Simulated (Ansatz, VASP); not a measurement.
**SrCl2: VASP beside Ansatz**

```
Sr Cl
1.0
     3.23319    3.23319    0.00000
    -3.23319    3.23319    0.00000
     0.00000    3.23319    3.23319
Sr Cl
1 2
Cartesian
  0.0000 0.0000 0.0000
  -1.6166 4.8498 1.6166
  1.6166 4.8498 1.6166
```

Alike in both runs: task single point; functional r2SCAN; k mesh 6 × 6 × 6; no spin polarisation.

```csv
,VASP,Ansatz
version,VASP 6.6.1,Ansatz 0.2.0
potentials or method,"VASP PAW PBE potentials, release 64 (Sr_sv, Cl)","PAW with Ansatz's default frozen-core files, scalar-relativistic"
plane-wave cutoff (eV),520,500
occupations,"gaussian, width 0.01 eV",fixed
valence electrons in the cell,24,24
```

Ansatz gave:

- gap on the k mesh at the Fermi level (eV): 5.75
- pressure (GPa): 15.0

Question: Which values does VASP return?

Answer: gap on the k mesh at the Fermi level (eV): 5.75; pressure (GPa): 15.2.

VASP's potentials were made for PBE, not for r2SCAN.
